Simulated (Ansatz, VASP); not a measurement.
Ag in VASP and in Ansatz

Contents of POSCAR:

```
Ag
1.0
    0.0000000000      2.0519023311      2.0519023311
    2.0519023311      0.0000000000      2.0519023311
    2.0519023311      2.0519023311      0.0000000000
Ag
1
Direct
    0.0000000000      0.0000000000      0.0000000000
```

The input INCAR.step1:

```
ALGO     = Normal         # electronic algorithm
EDIFF    = 1E-4           # SCF threshold, eV
ENCUT    = 520            # plane-wave cutoff, eV
GGA      = PE             # functional
ISMEAR   = -1             # smearing method
LASPH    = T              # aspherical terms in the spheres
LCHARG   = F              # write CHGCAR
LREAL    = F              # projectors in reciprocal space
LWAVE    = T              # write WAVECAR
NBANDS   = 12             # bands
NELM     = 60             # most SCF steps
PREC     = Accurate       # precision mode
SIGMA    = 0.01           # smearing width, eV
```

The input INCAR.step2:

```
ALGO     = Normal         # electronic algorithm
EDIFF    = 1E-6           # SCF threshold, eV
ENCUT    = 520            # plane-wave cutoff, eV
ISIF     = 2              # what is computed and relaxed
ISMEAR   = -1             # smearing method
ISTART   = 1            
LASPH    = T              # aspherical terms in the spheres
LCHARG   = T              # write CHGCAR
LELF     = T              # ELF
LMIXTAU  = T            
LREAL    = F              # projectors in reciprocal space
LVHAR    = T            
LWAVE    = F              # write WAVECAR
METAGGA  = R2SCAN         # meta-GGA
NBANDS   = 12             # bands
NELM     = 60             # most SCF steps
PREC     = Accurate       # precision mode
SIGMA    = 0.01           # smearing width, eV
```

KPOINTS

```
k-points
0
Gamma
  13 13 13
```

Input for Ansatz:

```yaml
crystal:
  lattice:
    - [0.0, 2.0519023311, 2.0519023311]
    - [2.0519023311, 0.0, 2.0519023311]
    - [2.0519023311, 2.0519023311, 0.0]
  atoms:
    - { symbol: Ag, position: [0.0, 0.0, 0.0] }
hamiltonian:
  xc: r2scan
  pseudopotentials:
    kind: paw
    azcp:
      Ag: "pseudopotentials/Ag.paw.azcp"
basis:
  ecutwfc: 500
  fft_grid_basis: typed
kpoints:
  mp_grid: { grid: [13, 13, 13], shift: [0, 0, 0] }
magnetization:
  spin_polarized: false
scf:
  occupations: { method: fermi_dirac, width: 0.01 }
  lower_state_search: "off"
output:
  stress: true
```

Alike in both runs: task single point; functional r2SCAN; k mesh 13 × 13 × 13; occupations fermi-dirac, width 0.01 eV; no spin polarisation.

|  | VASP | Ansatz |
| --- | --- | --- |
| version | VASP 6.6.1 | Ansatz 0.2.0 |
| potentials or method | VASP PAW PBE potentials, release 64 (Ag), cutoff 520 eV | plane waves (500 eV) with PAW, scalar-relativistic |
| valence electrons in the cell | 11 | 19 |

VASP gave:

| Quantity | Value |
| --- | --- |
| pressure (GPa) | -0.1 |

Problem. Which values does Ansatz return?

Solution. Pressure (GPa): -0.2.

VASP's potentials were made for PBE, not for r2SCAN. The functional is the same, so the differences come from potentials, cutoffs and numerics. VASP's potentials hold 11 valence electrons a cell and Ansatz's 19, so a difference there can come from the potentials and not from the codes.
